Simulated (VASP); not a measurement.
Be7Te, 8 atoms in the cell. The structure is hexagonal, space group P-6m2 (No. 187). Conventional cell: a = 5.428 Å, b = 5.428 Å, c = 3.597 Å, α = 90.00°, β = 90.00°, γ = 120.00°. Within 3.0 Å of Be (site symmetry mm2) lie 8 Be at 2.27 to 2.39 Å and 2 Te at 2.72 Å. Within 2.7 Å of Be (site symmetry mm2) lie 6 Be at 2.04 to 2.37 Å and 2 Te at 2.66 Å. Be (site symmetry -6m2) has 12 Be at 2.27 to 2.74 Å within 3.0 Å. Within 3.5 Å of Te (site symmetry -6m2) lie 12 Be at 2.66 to 2.72 Å. 

| Item | Value |
| --- | --- |
| Program | VASP 6.6.1 |
| Task | single point |
| Functional | PBE |
| Potentials or basis | VASP PAW PBE potentials, release 64 (Be, Te) |
| Cutoff | 520 eV |
| k mesh | 6 × 6 × 6 |
| Occupations | gaussian, width 0.1 eV |
| Spin | no spin polarisation |
| Dipole correction | no |
| Further INCAR settings | ALGO = Normal; EDIFF = 1e-07; NBANDS = 20 |

Potentials or basis: VASP PAW PBE potentials, release 64 (Be, Te).

Run with:

```bash
$ cat potpaw_PBE.64/Be/POTCAR potpaw_PBE.64/Te/POTCAR > POTCAR
$ mpirun -np 1 vasp_std > vasp.out
```

Hardware: 1 thread of Intel(R) Xeon(R) 6975P-C (Granite Rapids), on a shared host.

Q: Estimate the wall time of this run.

A: Run time: 29 s on 1 thread of Intel(R) Xeon(R) 6975P-C (Granite Rapids), on a shared host, peak memory 0.21 GiB. Counts: scf iterations 21, k points 28.
